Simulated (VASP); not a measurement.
# Ta (Im-3m) in VASP: single point with PBE

Aim: the single point of Ta with PBE.

Program: VASP 6.6.1. These are calculated values, not measurements. Logs are shortened: lines on timing, memory, paths and dates and some standing lists are left out, and cuts for length are marked.

**1. The cell of the first run**

Symmetry: Im-3m, No. 229, cubic system. The conventional cell has a = 3.321 Å, b = 3.321 Å, c = 3.321 Å, α = 90.00°, β = 90.00°, γ = 90.00°. Within 3.8 Å of Ta (site symmetry m-3m) lie 14 Ta at 2.88 to 3.32 Å.

**2. Single point, PBE**

File INCAR:

```
SYSTEM = Ta
PREC = Accurate
ENCUT = 520
EDIFF = 1E-6
ISMEAR = 1
SIGMA = 0.1
LREAL = Auto
LASPH = .TRUE.
NELM = 60
ALGO = Normal
ISIF = 2
LWAVE = .FALSE.
LCHARG = .TRUE.
GGA = PE
LELF = .TRUE.
LVHAR = .TRUE.
NBANDS = 198
```

File KPOINTS:

```
Automatic mesh
0
G
  3 3 3
  0 0 0
```

File POSCAR:

```
Ta
1.0
    0.0000000000      6.6414755518      6.6414755518
    6.6414755518      0.0000000000      6.6414755518
    6.6414755518      6.6414755518      0.0000000000
Ta
32
Direct
    0.0000000000      0.0000000000      0.0000000000
    0.1250000000      0.1250000000      0.1250000000
    0.2500000000      0.2500000000      0.2500000000
    0.3750000000      0.3750000000      0.3750000000
    0.0000000000      0.0000000000      0.5000000000
    0.1250000000      0.1250000000      0.6250000000
    0.2500000000      0.2500000000      0.7500000000
    0.3750000000      0.3750000000      0.8750000000
    0.0000000000      0.5000000000      0.0000000000
    0.1250000000      0.6250000000      0.1250000000
    0.2500000000      0.7500000000      0.2500000000
    0.3750000000      0.8750000000      0.3750000000
    0.0000000000      0.5000000000      0.5000000000
    0.1250000000      0.6250000000      0.6250000000
    0.2500000000      0.7500000000      0.7500000000
    0.3750000000      0.8750000000      0.8750000000
    0.5000000000      0.0000000000      0.0000000000
    0.6250000000      0.1250000000      0.1250000000
    0.7500000000      0.2500000000      0.2500000000
    0.8750000000      0.3750000000      0.3750000000
    0.5000000000      0.0000000000      0.5000000000
    0.6250000000      0.1250000000      0.6250000000
    0.7500000000      0.2500000000      0.7500000000
    0.8750000000      0.3750000000      0.8750000000
    0.5000000000      0.5000000000      0.0000000000
    0.6250000000      0.6250000000      0.1250000000
    0.7500000000      0.7500000000      0.2500000000
    0.8750000000      0.8750000000      0.3750000000
    0.5000000000      0.5000000000      0.5000000000
    0.6250000000      0.6250000000      0.6250000000
    0.7500000000      0.7500000000      0.7500000000
    0.8750000000      0.8750000000      0.8750000000
```

Potentials or basis: VASP PAW PBE potentials, release 64 (Ta_pv).

Run with:

```
> cat potpaw_PBE.64/Ta_pv/POTCAR > POTCAR
> mpirun -np 1 vasp_std > vasp.out
```

OUTCAR:

```text
SYSTEM = Ta
   PREC = Accurate
   ENCUT = 520
   EDIFF = 1E-6
   ISMEAR = 1
   LREAL = Auto
   LASPH = .TRUE.
   NELM = 60
   ISIF = 2
   GGA = PE

 ion  position               nearest neighbor table
   1  0.000  0.000  0.000-   2 2.88   6 2.88  10 2.88  16 2.88  18 2.88  24 2.88  28 2.88  32 2.88
                            19 3.32  23 3.32  15 3.32  27 3.32   7 3.32  11 3.32
   2  0.125  0.125  0.125-   1 2.88   3 2.88   5 2.88   7 2.88   9 2.88  11 2.88  17 2.88  19 2.88
                            16 3.32   8 3.32  12 3.32  20 3.32  24 3.32  28 3.32
   3  0.250  0.250  0.250-   2 2.88   4 2.88   6 2.88   8 2.88  10 2.88  12 2.88  18 2.88  20 2.88
                            13 3.32  17 3.32   5 3.32   9 3.32  21 3.32  25 3.32
   4  0.375  0.375  0.375-   3 2.88   7 2.88  11 2.88  13 2.88  19 2.88  21 2.88  25 2.88  29 2.88
                             6 3.32  10 3.32  22 3.32  14 3.32  26 3.32  18 3.32
   5  0.000  0.000  0.500-   2 2.88   6 2.88  12 2.88  14 2.88  20 2.88  22 2.88  28 2.88  32 2.88
                             3 3.32  11 3.32  23 3.32  15 3.32  31 3.32  19 3.32
   6  0.125  0.125  0.625-   1 2.88   3 2.88   5 2.88   7 2.88  13 2.88  15 2.88  21 2.88  23 2.88
                            16 3.32  20 3.32   4 3.32  12 3.32  24 3.32  32 3.32
   7  0.250  0.250  0.750-   2 2.88   4 2.88   6 2.88   8 2.88  14 2.88  16 2.88  22 2.88  24 2.88
                             9 3.32  17 3.32  21 3.32  13 3.32   1 3.32  29 3.32
   8  0.375  0.375  0.875-   3 2.88   7 2.88   9 2.88  15 2.88  17 2.88  23 2.88  25 2.88  29 2.88
                            18 3.32  22 3.32  14 3.32   2 3.32  10 3.32  30 3.32
   9  0.000  0.500  0.000-   2 2.88   8 2.88  10 2.88  14 2.88  20 2.88  24 2.88  26 2.88  32 2.88
[... 33 lines left out ...]
  26  0.625  0.625  0.125-   9 2.88  11 2.88  17 2.88  19 2.88  25 2.88  27 2.88  29 2.88  31 2.88
                            24 3.32  16 3.32   4 3.32  12 3.32  20 3.32  32 3.32
  27  0.750  0.750  0.250-  10 2.88  12 2.88  18 2.88  20 2.88  26 2.88  28 2.88  30 2.88  32 2.88
                            21 3.32  13 3.32  17 3.32  29 3.32   1 3.32   9 3.32
  28  0.875  0.875  0.375-   1 2.88   5 2.88  11 2.88  13 2.88  19 2.88  21 2.88  27 2.88  31 2.88
                             2 3.32  10 3.32  22 3.32  14 3.32  30 3.32  18 3.32
  29  0.500  0.500  0.500-   4 2.88   8 2.88  12 2.88  14 2.88  20 2.88  22 2.88  26 2.88  30 2.88
                             7 3.32  11 3.32  23 3.32  15 3.32  27 3.32  19 3.32
  30  0.625  0.625  0.625-  13 2.88  15 2.88  21 2.88  23 2.88  25 2.88  27 2.88  29 2.88  31 2.88
                            24 3.32  16 3.32  20 3.32  28 3.32   8 3.32  12 3.32
  31  0.750  0.750  0.750-  14 2.88  16 2.88  22 2.88  24 2.88  26 2.88  28 2.88  30 2.88  32 2.88
                             5 3.32  25 3.32   9 3.32  17 3.32  21 3.32  13 3.32
  32  0.875  0.875  0.875-   1 2.88   5 2.88   9 2.88  15 2.88  17 2.88  23 2.88  27 2.88  31 2.88
                            18 3.32  22 3.32  14 3.32  26 3.32   6 3.32  10 3.32

  LATTYP: Found a face centered cubic cell.
 ALAT       =    13.2829511036

  Lattice vectors:

 A1 = (   0.0000000000,   6.6414755518,   6.6414755518)
 A2 = (   6.6414755518,   0.0000000000,   6.6414755518)
 A3 = (   6.6414755518,   6.6414755518,   0.0000000000)

Analysis of symmetry for initial positions (statically):
=====================================================================
 Subroutine PRICEL returns following result:

  LATTYP: Found a body centered cubic cell.
 ALAT       =     3.3207377759

  Lattice vectors:

 A1 = (  -1.6603688879,  -1.6603688879,  -1.6603688879)
 A2 = (   1.6603688879,  -1.6603688879,   1.6603688879)
 A3 = (  -1.6603688879,   1.6603688879,   1.6603688879)

  32 primitive cells build up your supercell.

 Routine SETGRP: Setting up the symmetry group for a
 face centered cubic supercell.

 Subroutine GETGRP returns: Found 48 space group operations
 (whereof 48 operations were pure point group operations)
 out of a pool of 48 trial point group operations.

The static configuration has the point symmetry O_h .

Analysis of symmetry for dynamics (positions and initial velocities):
=====================================================================
 Subroutine PRICEL returns following result:

  LATTYP: Found a body centered cubic cell.
 ALAT       =     3.3207377759

  Lattice vectors:

 A1 = (  -1.6603688879,  -1.6603688879,  -1.6603688879)
 A2 = (   1.6603688879,  -1.6603688879,   1.6603688879)
 A3 = (  -1.6603688879,   1.6603688879,   1.6603688879)

  32 primitive cells build up your supercell.

 Routine SETGRP: Setting up the symmetry group for a
 face centered cubic supercell.

 Subroutine GETGRP returns: Found 48 space group operations
 (whereof 48 operations were pure point group operations)
 out of a pool of 48 trial point group operations.

The dynamic configuration has the point symmetry O_h .

 Subroutine INISYM returns: Found 48 space group operations
 (whereof 48 operations are pure point group operations),
 and found    32 'primitive' translations

----------------------------------------------------------------------------------------

                                     Primitive cell

  volume of cell :      18.3094

  direct lattice vectors                    reciprocal lattice vectors
    -1.660368888 -1.660368888 -1.660368888    -0.301137900 -0.301137900  0.000000000
     1.660368888 -1.660368888  1.660368888     0.000000000 -0.301137900  0.301137900
    -1.660368888  1.660368888  1.660368888    -0.301137900  0.000000000  0.301137900

  length of vectors
     2.875843273  2.875843273  2.875843273     0.425873302  0.425873302  0.425873302

  position of ions in fractional coordinates (direct lattice)
     0.000000000  0.000000000  0.000000000

  ion indices of the primitive-cell ions
   primitive index   ion index
                 1           1

----------------------------------------------------------------------------------------

 KPOINTS: Automatic mesh

Automatic generation of k-mesh.
 Grid dimensions read from file:
 generate k-points for:    3    3    3

 Generating k-lattice:

  Cartesian coordinates                     Fractional coordinates (reciprocal lattice)
    -0.025094825  0.025094825  0.025094825     0.333333333  0.000000000  0.000000000
     0.025094825 -0.025094825  0.025094825     0.000000000  0.333333333  0.000000000
     0.025094825  0.025094825 -0.025094825     0.000000000  0.000000000  0.333333333

  Length of vectors
     0.043465512  0.043465512  0.043465512

  Shift w.r.t. Gamma in fractional coordinates (k-lattice)
     0.000000000  0.000000000  0.000000000

 Subroutine IBZKPT returns following result:
 ===========================================

 Found      4 irreducible k-points:

 Following reciprocal coordinates:
            Coordinates               Weight
  0.000000  0.000000  0.000000      1.000000
  0.333333  0.000000  0.000000      8.000000
  0.333333  0.333333  0.000000      6.000000
 -0.333333  0.333333  0.000000     12.000000
   k-points           NKPTS =      4   k-points in BZ     NKDIM =      4   number of bands    NBANDS=    198
   number of dos      NEDOS =    301   number of ions     NIONS =     32
   total plane-waves  NPLWV = 343000
   dimension x,y,z NGX =    70 NGY =   70 NGZ =   70
   dimension x,y,z NGXF=   140 NGYF=  140 NGZF=  140
   ions per type =              32
   NGX,Y,Z   is equivalent  to a cutoff of  12.39, 12.39, 12.39 a.u.
   NGXF,Y,Z  is equivalent  to a cutoff of  24.78, 24.78, 24.78 a.u.
 SYSTEM =  Ta
   PREC   = accura    normal or accurate (medium, high low for compatibility)
   ISTART =      0    job   : 0-new  1-cont  2-samecut
   ICHARG =      2    charge: 1-file 2-atom 10-const
   ISPIN  =      1    spin polarized calculation?
   LNONCOLLINEAR =      F non collinear calculations
   LSORBIT =      F    spin-orbit coupling
   LASPH  =      T    aspherical Exc in radial PAW
   ENCUT  =  520.0 eV  38.22 Ry    6.18 a.u.  17.46 17.46 17.46*2*pi/ulx,y,z
   NELM   =     60;   NELMIN=  2; NELMDL= -5     # of ELM steps
   EDIFF  = 0.1E-05   stopping-criterion for ELM
   LREAL  =      T    real-space projection
   EDIFFG = 0.1E-04   stopping-criterion for IOM
   NSW    =      0    number of steps for IOM
   IBRION =     -1    ionic relax: 0-MD 1-quasi-New 2-CG
   NFREE  =      0    steps in history (QN), initial steepest desc. (CG)
   ISIF   =      2    stress and relaxation
   ISYM   =      2    0-nonsym 1-usesym 2-fastsym
   POTIM  = 0.5000    time-step for ionic-motion
   TEBEG  =    0.0;   TEEND  =   0.0 temperature during run
   PSTRESS=    0.0 pullay stress
   NELECT =     352.0000    total number of electrons
   NUPDOWN=      -1.0000    fix difference up-down
   EMIN   =  10.00;   EMAX   =-10.00  energy-range for DOS
   EFERMI =   0.00;   METHOD = LEGACY
   ISMEAR =     1;   SIGMA  =   0.10  broadening in eV -4-tet -1-fermi 0-gaus
   EFERMI_NEDOS =   21; number of points for ismear=-14 and -15
   IALGO  =     38    algorithm
   IMIX   =      4    mixing-type and parameters
     AMIX     =   0.40;   BMIX     =  1.00
     AMIX_MAG =   1.60;   BMIX_MAG =  1.00
  volume/ion in A,a.u.               =      18.31       123.56
  Fermi-wavevector in a.u.,A,eV,Ry     =   1.381384  2.610438 25.962940  1.908222
  Thomas-Fermi vector in A             =   2.506173
   LORBIT       =      0    0 simple, 1 ext, 2 COOP (PROOUT), +10 PAW based schemes
   GGA     = PE    functional components
   LHFCALC =     F    Hartree Fock is set to
   AEXX    =    0.0000 exact exchange contribution
   IVDW    =     0    specifies the selected vdW correction
   LEPSILON=     F    determine dielectric tensor
   LRPA    =     F    only Hartree local field effects (RPA)
 non-spin polarized calculation
 Methfessel and Paxton  Order N= 1 SIGMA  =   0.10
  energy-cutoff  :      520.00
  volume of cell :      585.90
 maximum number of plane-waves:     15787
 NGX is ok and might be reduce to    70
   NGX = 35   NGY = 35   NGZ = 35

 number of electron     351.9999984 magnetization

 Free energy of the ion-electron system (eV)
  ---------------------------------------------------
  ext. energy  EPLUGINS =         0.00000000
  ---------------------------------------------------
  free energy    TOTEN  =      -377.90990474 eV

  energy without entropy =     -377.88092050  energy(sigma->0) =     -377.90024333

 E-fermi :   5.2953     XC(G=0): -12.5354

 val. band max:        5.2743965235   @ k =  -0.3333   0.3333   0.0000
 cond. band min:       5.3382496959   @ k =  -0.3333   0.3333   0.0000
 fundamental gap:      0.0638531723
 Fermi energy:         5.2952955212

 k-point     1 :       0.0000    0.0000    0.0000
  band No.  band energies     occupation
      1     -28.9003      2.00000
      2     -28.9003      2.00000
      3     -28.9003      2.00000
      4     -28.9003      2.00000
      5     -28.9003      2.00000
      6     -28.9003      2.00000
[... 753 lines left out ...]
    187       5.7194     -0.00000
    188       6.5304     -0.00000
 [bands above 188 left out]

------------------------ aborting loop because EDIFF is reached ----------------------------------------

  FORCE on cell =-STRESS in cart. coord.  units (eV):
  Direction    XX          YY          ZZ          XY          YZ          ZX
  --------------------------------------------------------------------------------------
  -------------------------------------------------------------------------------------
  Total       -0.1083353     -0.1083353     -0.1083353      0.0000000     -0.0000000     -0.0000000
  in kB       -0.2962490     -0.2962490     -0.2962490      0.0000000     -0.0000000     -0.0000000
  external PRESSURE =      -0.2962490 kB  Pullay stress =       0.0000000 kB

 VOLUME and BASIS-vectors are now :
 -----------------------------------------------------------------------------
  energy-cutoff  :      520.00
  volume of cell :      585.90
      direct lattice vectors                 reciprocal lattice vectors
     0.000000000  6.641475552  6.641475552    -0.075284475  0.075284475  0.075284475
     6.641475552  0.000000000  6.641475552     0.075284475 -0.075284475  0.075284475
     6.641475552  6.641475552  0.000000000     0.075284475  0.075284475 -0.075284475

 POSITION                                       TOTAL-FORCE (eV/Angst)
 -----------------------------------------------------------------------------------
      0.00000      0.00000      0.00000         0.000000      0.000000      0.000000
      1.66037      1.66037      1.66037         0.000000      0.000000     -0.000000
      3.32074      3.32074      3.32074        -0.000000     -0.000000     -0.000000
      4.98111      4.98111      4.98111         0.000000     -0.000000     -0.000000
      3.32074      3.32074      0.00000        -0.000000     -0.000000     -0.000000
      4.98111      4.98111      1.66037         0.000000      0.000000      0.000000
[... 24 lines left out ...]
      9.96221      9.96221      9.96221         0.000000      0.000000      0.000000
     11.62258     11.62258     11.62258        -0.000000     -0.000000     -0.000000
 -----------------------------------------------------------------------------------
    total drift:                                0.000000      0.000000      0.000000

  FREE ENERGIE OF THE ION-ELECTRON SYSTEM (eV)
  ---------------------------------------------------
  free  energy   TOTEN  =      -377.9099047435 eV

  energy  without entropy=     -377.8809205023  energy(sigma->0) =     -377.90024333
```

Wall time 19 min (1 thread of Intel Xeon Platinum 8259CL at 2.50GHz (Skylake/Cascade Lake), shared host); peak memory 0.84 GiB.

What came out:

```
Free energy            : -377.9099 eV
Pressure               : 0.0 GPa
Band gap on the k mesh : zero (bands 176 and 177 overlap by 0.97 eV)
```

Caveat: spin-orbit coupling is left out, which moves the levels of the heavy elements.
